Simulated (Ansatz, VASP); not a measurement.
**Ge: VASP beside Ansatz**

Contents of INCAR:

```
PREC = Accurate
ENCUT = 520
EDIFF = 1E-6
ISMEAR = -1
SIGMA = 0.05
LREAL = F
LASPH = T
NELM = 80
ALGO = Normal
ISIF = 2
LWAVE = F
LCHARG = F
GGA = CA
NBANDS = 66
```

KPOINTS

```
Automatic mesh
0
Gamma
  8 8 2
```

File POSCAR:

```
Ge
1.0
    4.0031158814      0.0000000000      0.0000000000
   -2.0015579407      3.4668000476      0.0000000000
    0.0000000000      0.0000000000     13.1567068600
Ge
8
Direct
    0.3333333333      0.6666666667      0.1559415700
    0.6666666667      0.3333333333      0.8440584300
    0.6666666667      0.3333333333      0.6559415700
    0.3333333333      0.6666666667      0.3440584300
    0.0000000000      0.0000000000      0.0931488400
    0.0000000000      0.0000000000      0.9068511600
    0.0000000000      0.0000000000      0.5931488400
    0.0000000000      0.0000000000      0.4068511600
```

File input.yaml:

```yaml
crystal:
  lattice:
    - [4.0031158814, 0.0, 0.0]
    - [-2.0015579407, 3.4668000476, 0.0]
    - [0.0, 0.0, 13.15670686]
  atoms:
    - { symbol: Ge, position: [0.3333333333, 0.6666666667, 0.15594157] }
    - { symbol: Ge, position: [0.6666666667, 0.3333333333, 0.84405843] }
    - { symbol: Ge, position: [0.6666666667, 0.3333333333, 0.65594157] }
    - { symbol: Ge, position: [0.3333333333, 0.6666666667, 0.34405843] }
    - { symbol: Ge, position: [0.0, 0.0, 0.09314884] }
    - { symbol: Ge, position: [0.0, 0.0, 0.90685116] }
    - { symbol: Ge, position: [0.0, 0.0, 0.59314884] }
    - { symbol: Ge, position: [0.0, 0.0, 0.40685116] }
hamiltonian:
  xc: lda
  pseudopotentials: { kind: paw }
kpoints:
  mp_grid: { grid: [8, 8, 2] }
  band_path:
    path:
      - [[0.0, 0.0, 0.0], [0.5, 0.0, 0.0], [0.3333333333, 0.3333333333, 0.0], [0.0, 0.0, 0.0], [0.0, 0.0, 0.5], [0.5, 0.0, 0.5], [0.3333333333, 0.3333333333, 0.5], [0.0, 0.0, 0.5]]
      - [[0.5, 0.0, 0.5], [0.5, 0.0, 0.0]]
      - [[0.3333333333, 0.3333333333, 0.0], [0.3333333333, 0.3333333333, 0.5]]
    npoints: 10
scf:
  occupations: { method: fermi_dirac, width: 0.05 }
  n_extra_bands: 20
output:
  forces: true
  stress: true
  eigenvalues: true
  fatbands: true
```

Alike in both runs: functional LDA; k mesh 8 × 8 × 2; occupations fermi-dirac, width 0.05 eV; no spin polarisation.

```csv
,VASP,Ansatz
version,VASP 6.6.1,Ansatz 0.2.0
potentials or method,"VASP PAW LDA potentials, release 64 (Ge_d)",Ansatz PAW
plane-wave cutoff (eV),520,420
valence electrons in the cell,112,112
task,single point,band structure
```

```csv
,VASP,Ansatz,Ansatz less VASP
pressure (GPa),-1.8,-1.9,-0.07
"traceless stress, the component that is largest in VASP (GPa)",-0.18,-0.19,-0.009
rms of the force components (eV/Å),0.006,0.006,+0.0002
```

LDA's correlation is that of Perdew and Zunger in VASP and of Perdew and Wang (1992) in Ansatz. Atom by atom the forces differ by 0.001 eV/Å (rms over components).
